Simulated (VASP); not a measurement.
Set up this calculation in VASP 6.6.1, as the native input.

* Task: relaxation of cell and atoms
* Functional: PBE
* Potentials or basis: VASP PAW PBE potentials, release 64 (Al, N)
* Cutoff: 600 eV
* k mesh: 4 × 4 × 4
* Occupations: gaussian, width 0.1 eV
* Spin: no spin polarisation
* Dipole correction: no
* Further INCAR settings: ALGO = Normal; EDIFF = 1e-06; IBRION = 2; EDIFFG = -0.025; NSW = 80; ISIF = 3

The structure of AlN lies in POSCAR:

```
AlN
1.0
   -0.0164636983      2.0251107995      2.0396358175
    4.0956887760      2.0212449955     -2.0686974101
   -4.0865686226      2.0450522387     -2.0266498601
Al N
4 4
Direct
    0.0528402265     -0.0050629215      0.0026793723
    0.4299392818      0.5133094538      1.0349919747
    0.4894807652     -0.0232664316      0.4474147244
   -0.0675125099      0.4852690770      0.4637419398
   -0.0924524387      0.2313086063      0.7363865214
    0.5359690685      0.7464687459      0.7467279974
    0.6053326541      0.2888901741      0.2493734797
    0.0464029524      0.7630832959      0.3186839902
```

One way to write it, as run:

INCAR

```
SYSTEM = AlN
PREC = Accurate ; ENCUT = 600
EDIFF = 1E-6 ; ISMEAR = 0
SIGMA = 0.1 ; LREAL = .False.
LASPH = .True. ; NELM = 60
ALGO = Normal ; ISIF = 3
LWAVE = .False. ; LCHARG = .False.
GGA = PE ; IBRION = 2
NSW = 80 ; EDIFFG = -0.025
```

KPOINTS

```
Automatic mesh
0
Gamma
  4 4 4
  0 0 0
```

Potentials or basis: VASP PAW PBE potentials, release 64 (Al, N).

Launch:

```sh
$ cat potpaw_PBE.64/Al/POTCAR potpaw_PBE.64/N/POTCAR > POTCAR
$ mpirun -np 1 vasp_std > vasp.out
```

Results of the run:

```yaml
Relaxed_volume: 8.41 Å³/atom
Relaxed_cell: a = 2.880 Å, b = 4.978 Å, c = 4.977 Å, α = 109.39°, β = 89.99°, γ = 89.99°
Space_group_after_relaxing_to_0.05_Å: Fm-3m (No. 225)
Energy_gained_by_relaxing: 849.7 meV/atom
Ionic_steps: 18
Pressure_after_relaxing: 0.1 GPa
Largest_force_after_relaxing: 0.023 eV/Å
Band_gap_on_the_k_mesh: 4.40 eV, direct
```

Caveat: the k points lie up to 0.55 Å⁻¹ apart in the final cell.

Run time: 7 min on 1 thread of Intel(R) Xeon(R) Platinum 8488C (Sapphire Rapids), with other jobs on the host, peak memory 0.21 GiB.
